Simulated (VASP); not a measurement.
MoS2: single point with PBE

The system is MoS2.

```
CELL_PARAMETERS angstrom
-3.22096 -5.57887 0.00000
4.83144 -2.78943 0.00000
0.00000 0.00000 12.52607
ATOMIC_POSITIONS crystal
Mo 0.42223 0.22709 0.27602
Mo 0.48945 0.68100 0.76941
Mo 0.15321 0.71765 0.25179
Mo 0.19628 0.25262 0.77426
Mo 0.91608 0.30316 0.27836
Mo 0.00798 0.64550 0.75079
Mo 0.63706 0.76877 0.25270
Mo 0.72238 0.29578 0.76859
S 0.46443 0.43449 0.64518
S 0.42484 0.55646 0.14309
S 0.44181 0.25275 0.93312
S 0.53237 0.62349 0.39489
S 0.21257 0.89447 0.66369
S 0.13380 0.09671 0.13486
S 0.22296 0.84466 0.90704
S 0.12577 0.02533 0.38854
S 0.96040 0.36015 0.64024
S 0.88878 0.63440 0.12344
S 0.96099 0.38747 0.91600
S 0.94503 0.64158 0.39859
S 0.72941 0.82609 0.63814
S 0.64726 0.12878 0.15948
S 0.81104 0.84404 0.86869
S 0.64644 0.08651 0.41296
```

```
Program                : VASP 6.6.1
Task                   : single point
Functional             : PBE
Potentials or basis    : VASP PAW PBE potentials, release 64 (Mo_sv, S)
Cutoff                 : 520 eV
k mesh                 : 2 × 3 × 1
Occupations            : fermi-dirac, width 0.3 eV
Spin                   : no spin polarisation
Dipole correction      : no
Further INCAR settings : LREAL = Auto; ALGO = Normal; EDIFF = 1e-06; NBANDS = 122
```

| Property | Result |
| --- | --- |
| Pressure | 5.6 GPa |
| Largest force | 6.739 eV/Å |
| Band gap on the k mesh | zero (bands 104 and 105 overlap by 0.03 eV) |

Forces on the atoms (eV/Å):
```
Mo   4.474  1.731  2.314
Mo   4.270 -2.206  4.723
Mo   1.608 -1.494 -0.258
Mo  -3.378 -0.702  1.887
Mo  -1.621  1.744 -0.960
Mo   3.486 -1.977  3.928
Mo  -0.745 -3.910 -1.555
Mo  -3.570  3.714  2.027
S   -3.500  2.864 -2.840
S    0.807  1.394 -0.301
S    0.460 -0.820 -2.049
S   -0.701  5.288  3.559
S    0.141 -2.409 -2.093
S   -0.359 -0.772  1.922
S   -0.320 -1.321 -1.092
S    1.166 -2.549 -0.930
S   -2.264  1.284 -4.360
S   -1.078  0.032  1.372
S   -0.353  0.140 -1.763
S   -1.384  1.325 -0.528
S    1.334 -0.690  0.281
S   -2.158 -2.091 -2.736
S    3.245  2.255  0.964
S    0.441 -0.832 -1.514
```

Stress tensor (GPa, compression positive):
```
 6.67 -2.74  4.98
-2.74  4.85  1.96
 4.98  1.96  5.30
```

Levels at points of the mesh, in eV from the Fermi level:
| k point | band 101 | band 102 | band 103 | band 104 | band 105 | band 106 | band 107 | band 108 |
| --- | --- | --- | --- | --- | --- | --- | --- | --- |
| (0.00, 0.00, 0.00) | -0.58 | -0.29 | -0.27 | 0.04 | 0.32 | 0.45 | 0.70 | 0.79 |
| (0.50, 0.00, 0.00) | -0.53 | -0.46 | -0.24 | -0.16 | 0.11 | 0.20 | 0.58 | 0.63 |

Wall time 7.4 min on 1 thread of Intel(R) Xeon(R) Platinum 8259CL CPU @ 2.50GHz (Skylake/Cascade Lake) (shared host), peak memory 0.5 GiB.

Caveat: the k points lie up to 0.50 Å⁻¹ apart; so wide a smearing shifts energies and pressures; forces of over 1 eV/Å act on the atoms, so gaps and moduli don't describe the material at rest.
